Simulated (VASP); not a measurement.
# GaN (Fm-3m) in VASP: settings compared

The runs below take GaN through relaxation of cell and atoms, with revPBE+D3(BJ), revPBE+D4.

Everything below comes from runs of VASP 6.6.1. Logs are shortened: lines on timing, memory, paths and dates and some standing lists are left out, and cuts for length are marked.

**1. The cell of the first run**

It takes space group Fm-3m (No. 225, cubic). Conventional cell: a = 4.270 Å, b = 4.270 Å, c = 4.270 Å, α = 90.00°, β = 90.00°, γ = 90.00°. Ga (site symmetry m-3m) has 6 N at 2.14 Å within 2.8 Å. Within 2.8 Å of N (site symmetry m-3m) lie 6 Ga at 2.14 Å.

**2. Relaxation of cell and atoms, revPBE+D3(BJ)**

INCAR reads:

```
  ALGO = Normal
  EDIFF = 1E-6
  EDIFFG = -0.01
  ENCUT = 600
  GGA = RE
  IBRION = 2
  ISIF = 3
  ISMEAR = -1
  IVDW = 12
  LASPH = T
  LCHARG = F
  LREAL = F
  LWAVE = F
  NELM = 80
  NSW = 60
  PREC = Accurate
  SIGMA = 0.05
```

KPOINTS reads:

```
k-points
0
Gamma
  11 11 11
```

POSCAR reads:

```
GaN
1.0
    0.0000000000      2.1352350000      2.1352350000
    2.1352350000      0.0000000000      2.1352350000
    2.1352350000      2.1352350000      0.0000000000
Ga N
1 1
Direct
    0.0000000000      0.0000000000      0.0000000000
    0.5000000000      0.5000000000      0.5000000000
```

Potentials or basis: VASP PAW PBE potentials, release 64 (Ga_d, N).

Launch:

```console
cat potpaw_PBE.64/Ga_d/POTCAR potpaw_PBE.64/N/POTCAR > POTCAR
mpirun -np 1 vasp_std > vasp.out
```

OUTCAR:

```text
EDIFF = 1E-6
   EDIFFG = -0.01
   ENCUT = 600
   GGA = RE
   IBRION = 2
   ISIF = 3
   ISMEAR = -1
   IVDW = 12
   LASPH = T
   LREAL = F
   NELM = 80
   NSW = 60
   PREC = Accurate
 IVDW          = 12

 ion  position               nearest neighbor table
   1  0.000  0.000  0.000-   2 2.14   2 2.14   2 2.14   2 2.14   2 2.14   2 2.14
   2  0.500  0.500  0.500-   1 2.14   1 2.14   1 2.14   1 2.14   1 2.14   1 2.14

  LATTYP: Found a face centered cubic cell.
 ALAT       =     4.2704700000

  Lattice vectors:

 A1 = (   0.0000000000,   2.1352350000,   2.1352350000)
 A2 = (   2.1352350000,   0.0000000000,   2.1352350000)
 A3 = (   2.1352350000,   2.1352350000,   0.0000000000)

Analysis of symmetry for initial positions (statically):
=====================================================================
 Subroutine PRICEL returns:
 Original cell was already a primitive cell.

 Routine SETGRP: Setting up the symmetry group for a
 face centered cubic supercell.

 Subroutine GETGRP returns: Found 48 space group operations
 (whereof 48 operations were pure point group operations)
 out of a pool of 48 trial point group operations.

The static configuration has the point symmetry O_h .

Analysis of symmetry for dynamics (positions and initial velocities):
=====================================================================
 Subroutine PRICEL returns:
 Original cell was already a primitive cell.

 Routine SETGRP: Setting up the symmetry group for a
 face centered cubic supercell.

 Subroutine GETGRP returns: Found 48 space group operations
 (whereof 48 operations were pure point group operations)
 out of a pool of 48 trial point group operations.

The dynamic configuration has the point symmetry O_h .

 Subroutine INISYM returns: Found 48 space group operations
 (whereof 48 operations are pure point group operations),
 and found     1 'primitive' translations

----------------------------------------------------------------------------------------

                                     Primitive cell

  volume of cell :      19.4700

  direct lattice vectors                    reciprocal lattice vectors
     0.000000000  2.135235000  2.135235000    -0.234166263  0.234166263  0.234166263
     2.135235000  0.000000000  2.135235000     0.234166263 -0.234166263  0.234166263
     2.135235000  2.135235000  0.000000000     0.234166263  0.234166263 -0.234166263

  length of vectors
     3.019678296  3.019678296  3.019678296     0.405587864  0.405587864  0.405587864

  position of ions in fractional coordinates (direct lattice)
     0.000000000  0.000000000  0.000000000
     0.500000000  0.500000000  0.500000000

  ion indices of the primitive-cell ions
   primitive index   ion index
                 1           1
                 2           2

----------------------------------------------------------------------------------------

 KPOINTS: k-points

Automatic generation of k-mesh.
 Grid dimensions read from file:
 generate k-points for:   11   11   11

 Generating k-lattice:

  Cartesian coordinates                     Fractional coordinates (reciprocal lattice)
    -0.021287842  0.021287842  0.021287842     0.090909091  0.000000000  0.000000000
     0.021287842 -0.021287842  0.021287842     0.000000000  0.090909091  0.000000000
     0.021287842  0.021287842 -0.021287842     0.000000000  0.000000000  0.090909091

  Length of vectors
     0.036871624  0.036871624  0.036871624

  Shift w.r.t. Gamma in fractional coordinates (k-lattice)
     0.000000000  0.000000000  0.000000000

 Subroutine IBZKPT returns following result:
 ===========================================

 Found     56 irreducible k-points:

 Following reciprocal coordinates:
            Coordinates               Weight
  0.000000  0.000000  0.000000      1.000000
  0.090909  0.000000  0.000000      8.000000
  0.181818  0.000000  0.000000      8.000000
  0.272727  0.000000  0.000000      8.000000
  0.363636  0.000000  0.000000      8.000000
  0.454545  0.000000  0.000000      8.000000
[... 16 lines left out ...]
 -0.272727  0.181818  0.000000     24.000000
 -0.181818  0.181818  0.000000     12.000000
 [... further k-points ...]
   k-points           NKPTS =     56   k-points in BZ     NKDIM =     56   number of bands    NBANDS=     13
   number of dos      NEDOS =    301   number of ions     NIONS =      2
   total plane-waves  NPLWV =  13824
   dimension x,y,z NGX =    24 NGY =   24 NGZ =   24
   dimension x,y,z NGXF=    48 NGYF=   48 NGZF=   48
   ions per type =               1   1
   NGX,Y,Z   is equivalent  to a cutoff of  13.21, 13.21, 13.21 a.u.
   NGXF,Y,Z  is equivalent  to a cutoff of  26.43, 26.43, 26.43 a.u.
 SYSTEM =  unknown system
   PREC   = accura    normal or accurate (medium, high low for compatibility)
   ISTART =      0    job   : 0-new  1-cont  2-samecut
   ICHARG =      2    charge: 1-file 2-atom 10-const
   ISPIN  =      1    spin polarized calculation?
   LNONCOLLINEAR =      F non collinear calculations
   LSORBIT =      F    spin-orbit coupling
   LASPH  =      T    aspherical Exc in radial PAW
   ENCUT  =  600.0 eV  44.10 Ry    6.64 a.u.   6.03  6.03  6.03*2*pi/ulx,y,z
   NELM   =     80;   NELMIN=  2; NELMDL= -5     # of ELM steps
   EDIFF  = 0.1E-05   stopping-criterion for ELM
   LREAL  =      F    real-space projection
   EDIFFG = -.1E-01   stopping-criterion for IOM
   NSW    =     60    number of steps for IOM
   IBRION =      2    ionic relax: 0-MD 1-quasi-New 2-CG
   NFREE  =      1    steps in history (QN), initial steepest desc. (CG)
   ISIF   =      3    stress and relaxation
   ISYM   =      2    0-nonsym 1-usesym 2-fastsym
   POTIM  = 0.5000    time-step for ionic-motion
   TEBEG  =    0.0;   TEEND  =   0.0 temperature during run
   PSTRESS=    0.0 pullay stress
   NELECT =      18.0000    total number of electrons
   NUPDOWN=      -1.0000    fix difference up-down
   EMIN   =  10.00;   EMAX   =-10.00  energy-range for DOS
   EFERMI =   0.00;   METHOD = LEGACY
   ISMEAR =    -1;   SIGMA  =   0.05  broadening in eV -4-tet -1-fermi 0-gaus
   EFERMI_NEDOS =   21; number of points for ismear=-14 and -15
   IALGO  =     38    algorithm
   IMIX   =      4    mixing-type and parameters
     AMIX     =   0.40;   BMIX     =  1.00
     AMIX_MAG =   1.60;   BMIX_MAG =  1.00
  volume/ion in A,a.u.               =       9.74        65.70
  Fermi-wavevector in a.u.,A,eV,Ry     =   1.594814  3.013761 34.605481  2.543431
  Thomas-Fermi vector in A             =   2.692830
   LORBIT       =      0    0 simple, 1 ext, 2 COOP (PROOUT), +10 PAW based schemes
   GGA     = RE    functional components
   LHFCALC =     F    Hartree Fock is set to
   AEXX    =    0.0000 exact exchange contribution
   IVDW    =    12    specifies the selected vdW correction
   LEPSILON=     F    determine dielectric tensor
   LRPA    =     F    only Hartree local field effects (RPA)
 conjugate gradient relaxation of ions
 non-spin polarized calculation
  energy-cutoff  :      600.00
  volume of cell :       19.47
 maximum number of plane-waves:       662
   NGX = 13   NGY = 13   NGZ = 13

--------------------------------------- Ionic step        1  -------------------------------------------

 number of electron      18.0000005 magnetization

 Free energy of the ion-electron system (eV)
  ---------------------------------------------------
  ext. energy  EPLUGINS =         0.00000000
  ---------------------------------------------------
  free energy    TOTEN  =       -10.48460172 eV

  energy without entropy =      -10.48457082  energy(sigma->0) =      -10.48458627

------------------------ aborting loop because EDIFF is reached ----------------------------------------

 Edisp (eV)   -1.15290

 E8    (eV) :    -0.7742

  FORCE on cell =-STRESS in cart. coord.  units (eV):
  Direction    XX          YY          ZZ          XY          YZ          ZX
  --------------------------------------------------------------------------------------
  -------------------------------------------------------------------------------------
  Total      -0.78053    -0.78053    -0.78053    -0.00000    -0.00000    -0.00000
  in kB     -64.22889   -64.22889   -64.22889    -0.00000    -0.00000    -0.00000
  external pressure =      -64.23 kB  Pullay stress =        0.00 kB

 VOLUME and BASIS-vectors are now :
 -----------------------------------------------------------------------------
  energy-cutoff  :      600.00
  volume of cell :       19.47
      direct lattice vectors                 reciprocal lattice vectors
     0.000000000  2.135235000  2.135235000    -0.234166263  0.234166263  0.234166263
     2.135235000  0.000000000  2.135235000     0.234166263 -0.234166263  0.234166263
     2.135235000  2.135235000  0.000000000     0.234166263  0.234166263 -0.234166263
[... 161 lines left out ...]
 POSITION                                       TOTAL-FORCE (eV/Angst)
 -----------------------------------------------------------------------------------
     -0.00000      0.00000      0.00000        -0.000000      0.000000     -0.000000
      2.11270      2.11270      2.11270         0.000000      0.000000      0.000000
 -----------------------------------------------------------------------------------
    total drift:                                0.000000     -0.000000     -0.000000

  FREE ENERGIE OF THE ION-ELECTRON SYSTEM (eV)
  ---------------------------------------------------
  free  energy   TOTEN  =       -11.6496935231 eV

  energy  without entropy=      -11.6496881908  energy(sigma->0) =      -11.64969086

--------------------------------------- Ionic step        6  -------------------------------------------

 number of electron      18.0000009 magnetization

 Free energy of the ion-electron system (eV)
  ---------------------------------------------------
  ext. energy  EPLUGINS =         0.00000000
  ---------------------------------------------------
  free energy    TOTEN  =       -10.45914662 eV

  energy without entropy =      -10.45914080  energy(sigma->0) =      -10.45914371

 E-fermi :   8.4289     XC(G=0): -12.9595

 val. band max:        7.9930582642   @ k =  -0.1818   0.1818   0.0000
 cond. band min:       8.7935342236   @ k =   0.4545   0.4545   0.0000
 fundamental gap:      0.8004759595
 Fermi energy:         8.4289386964

 k-point     1 :       0.0000    0.0000    0.0000
  band No.  band energies     occupation
      1      -9.3405      2.00000
      2      -6.0105      2.00000
      3      -6.0105      2.00000
      4      -6.0105      2.00000
      5      -5.9170      2.00000
      6      -5.9170      2.00000
      7       7.4800      2.00000
      8       7.4800      2.00000
      9       7.4800      2.00000
     10      10.2298      0.00000
     11      22.6992      0.00000
     12      22.6992      0.00000
     13      22.6992      0.00000

 k-point     2 :       0.0909    0.0000    0.0000
  band No.  band energies     occupation
      1      -9.1801      2.00000
      2      -6.0169      2.00000
      3      -6.0021      2.00000
      4      -6.0021      2.00000
      5      -5.9279      2.00000
      6      -5.9279      2.00000
      7       6.4599      2.00000
      8       7.4973      2.00000
      9       7.4973      2.00000
     10      11.0709      0.00000
     11      20.5354      0.00000
[... 339 lines left out ...]
 k-point    24 :      -0.1818    0.1818    0.0000
  band No.  band energies     occupation
      1      -7.8483      2.00000
      2      -6.0739      2.00000
      3      -6.0682      2.00000
      4      -6.0483      2.00000
      5      -5.9199      2.00000
      6      -5.7105      2.00000
      7       3.1178      2.00000
      8       5.6529      2.00000
      9       7.9931      1.99967
     10      14.1103      0.00000
     11      16.7057      0.00000
     12      17.9566      0.00000
     13      18.7500      0.00000

 [... further k-points ...]

------------------------ aborting loop because EDIFF is reached ----------------------------------------

 Edisp (eV)   -1.19056

 E8    (eV) :    -0.7997

  FORCE on cell =-STRESS in cart. coord.  units (eV):
  Direction    XX          YY          ZZ          XY          YZ          ZX
  --------------------------------------------------------------------------------------
  -------------------------------------------------------------------------------------
  Total      -0.01876    -0.01876    -0.01876     0.00000     0.00000    -0.00000
  in kB      -1.59161    -1.59161    -1.59161     0.00000     0.00000    -0.00000
  external pressure =       -1.59 kB  Pullay stress =        0.00 kB

 VOLUME and BASIS-vectors are now :
 -----------------------------------------------------------------------------
  energy-cutoff  :      600.00
  volume of cell :       18.89
      direct lattice vectors                 reciprocal lattice vectors
     0.000000000  2.113769215  2.113769215    -0.236544272  0.236544272  0.236544272
     2.113769215 -0.000000000  2.113769215     0.236544272 -0.236544272  0.236544272
     2.113769215  2.113769215 -0.000000000     0.236544272  0.236544272 -0.236544272

 POSITION                                       TOTAL-FORCE (eV/Angst)
 -----------------------------------------------------------------------------------
      4.22754      2.11377      2.11377         0.000000     -0.000000     -0.000000
      2.11377      2.11377      2.11377        -0.000000      0.000000      0.000000
 -----------------------------------------------------------------------------------
    total drift:                                0.000000     -0.000000      0.000000

  FREE ENERGIE OF THE ION-ELECTRON SYSTEM (eV)
  ---------------------------------------------------
  free  energy   TOTEN  =       -11.6497050087 eV

  energy  without entropy=      -11.6496991948  energy(sigma->0) =      -11.64970210

 reached required accuracy - stopping structural energy minimisation
```

Run time: 22 s. Hardware: 1 thread of Intel Xeon 6975P-C (Granite Rapids), shared host; peak memory 0.16 GiB.

Results:

```
Free energy                            : -11.6497 eV
Relaxed volume                         : 9.44 Å³/atom
Relaxed cell                           : a = 2.989 Å, b = 2.989 Å, c = 2.989 Å, α = 60.00°, β = 60.00°, γ = 60.00°
Space group after relaxing (to 0.05 Å) : Fm-3m (No. 225)
Energy gained by relaxing              : 6.1 meV/atom
Ionic steps                            : 6
Pressure after relaxing                : -0.2 GPa
Band gap on the k mesh                 : 0.80 eV, indirect (least direct gap 2.75 eV)
Dispersion energy per atom             : -0.595 eV
```

Step by step:
```csv
step,energy change (eV),largest force (eV/Å),pressure (GPa),volume (Å³)
1,0.0000,0.0000,-6.42,19.47
2,-0.0029,0.0000,6.26,18.39
3,-0.0122,0.0000,-0.58,18.88
4,-0.0121,0.0000,0.58,18.84
5,-0.0122,0.0000,0.20,18.86
6,-0.0122,0.0000,-0.16,18.89
```

Final structure:
```xyz
2
Lattice="0.0000 2.1138 2.1138 2.1138 0.0000 2.1138 2.1138 2.1138 0.0000" Properties=species:S:1:pos:R:3 pbc="T T T"
Ga    4.2275    2.1138    2.1138
N     2.1138    2.1138    2.1138
```

Levels at points of the mesh, in eV from the valence-band top:
```tsv
k point	band 6	band 7	band 8	band 9	band 10	band 11	band 12	band 13
(0.00, 0.00, 0.00)	-13.91	-0.51	-0.51	-0.51	2.24	14.71	14.71	14.71
```

Caveat: the PAW data sets were made with another functional, which shifts forces and pressure a little. A k mesh can miss the band edges.

**3. Relaxation of cell and atoms, revPBE+D4**

INCAR reads:

```
ALGO = Normal ; EDIFF = 1E-6
EDIFFG = -0.01 ; ENCUT = 600
GGA = RE ; IBRION = 2
ISIF = 3 ; ISMEAR = -1
IVDW = 13 ; LASPH = T
LCHARG = F ; LREAL = F
LWAVE = F ; NELM = 80
NSW = 60 ; PREC = Accurate
SIGMA = 0.05
```

KPOINTS is that of step 2.

POSCAR is that of step 2.

Potentials or basis: VASP PAW PBE potentials, release 64 (Ga_d, N).

Launch:

```console
cat potpaw_PBE.64/Ga_d/POTCAR potpaw_PBE.64/N/POTCAR > POTCAR
mpirun -np 1 vasp_std > vasp.out
```

Wall time 36 s (1 thread of Intel Xeon 6975P-C (Granite Rapids), shared host); peak memory 0.16 GiB.

The run converged. Its results:

| Quantity | Value |
| --- | --- |
| Free energy | -12.1569 eV |
| Relaxed volume | 9.26 Å³/atom |
| Relaxed cell | a = 2.970 Å, b = 2.970 Å, c = 2.970 Å, α = 60.00°, β = 60.00°, γ = 60.00° |
| Space group after relaxing (to 0.05 Å) | Fm-3m (No. 225) |
| Energy gained by relaxing | 16.1 meV/atom |
| Ionic steps | 6 |
| Pressure after relaxing | 0.1 GPa |
| Band gap on the k mesh | 0.93 eV, indirect (least direct gap 3.00 eV) |
| Dispersion energy per atom | -0.864 eV |

Step by step:
```csv
step,energy change (eV),largest force (eV/Å),pressure (GPa),volume (Å³)
1,0.0000,0.0000,-10.33,19.47
2,-0.0071,0.0000,11.04,17.75
3,-0.0321,0.0000,-0.19,18.52
4,-0.0321,0.0000,0.25,18.50
5,-0.0321,0.0000,-0.31,18.54
6,-0.0321,0.0000,0.05,18.52
```

Final structure:
```
Ga N
1.0
     0.00000    2.09995    2.09995
     2.09995    0.00000    2.09995
     2.09995    2.09995    0.00000
Ga N
1 1
Cartesian
  0.0000 0.0000 0.0000
  2.1000 2.1000 2.1000
```

Levels at points of the mesh, in eV from the valence-band top:
```csv
k point,band 6,band 7,band 8,band 9,band 10,band 11,band 12,band 13
"(0.00, 0.00, 0.00)",-13.90,-0.54,-0.54,-0.54,2.46,14.82,14.82,14.82
```

Caveat: the PAW data sets were made with another functional, which shifts forces and pressure a little. A k mesh can miss the band edges.
